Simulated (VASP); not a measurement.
Write the native input for VASP 6.6.1 that does the following.

```yaml
Task: single point
Functional: PBEsol
Potentials_or_basis: VASP PAW PBE potentials, release 64 (Sc_sv, Cd)
Cutoff: 520 eV
k_mesh: 14 × 14 × 14
Occupations: fermi-dirac, width 0.1 eV
Spin: no spin polarisation
Dipole_correction: no
Further_INCAR_settings: ALGO = Normal; EDIFF = 1e-06; NBANDS = 18
```

The structure of ScCd lies in POSCAR:

```
ScCd
1.0
    3.4305117243      0.0000000000      0.0000000000
    0.0000000000      3.4305117243      0.0000000000
    0.0000000000      0.0000000000      3.4305117243
Sc Cd
1 1
Direct
    0.5000000000      0.5000000000      0.5000000000
    0.0000000000      0.0000000000      0.0000000000
```

One way to write it, as run:

INCAR

```
PREC = Accurate
ENCUT = 520
EDIFF = 1E-6
ISMEAR = -1
SIGMA = 0.1
LREAL = F
LASPH = T
NELM = 100
ALGO = Normal
ISIF = 2
LWAVE = F
LCHARG = F
GGA = PS
NBANDS = 18
```

KPOINTS

```
regular mesh
0
Gamma
  14 14 14
```

Potentials or basis: VASP PAW PBE potentials, release 64 (Sc_sv, Cd).

Launch:

```console
$ cat potpaw_PBE.64/Sc_sv/POTCAR potpaw_PBE.64/Cd/POTCAR > POTCAR
$ mpirun -np 1 vasp_std > vasp.out
```

Results of the run:

| Item | Value |
| --- | --- |
| Pressure | 4.1 GPa |

Caveat: the PAW data sets were made with another functional, which shifts forces and pressure a little.

Run time: 69 s on 1 thread of Intel Xeon 6975P-C, on a shared host, peak memory 0.23 GiB.
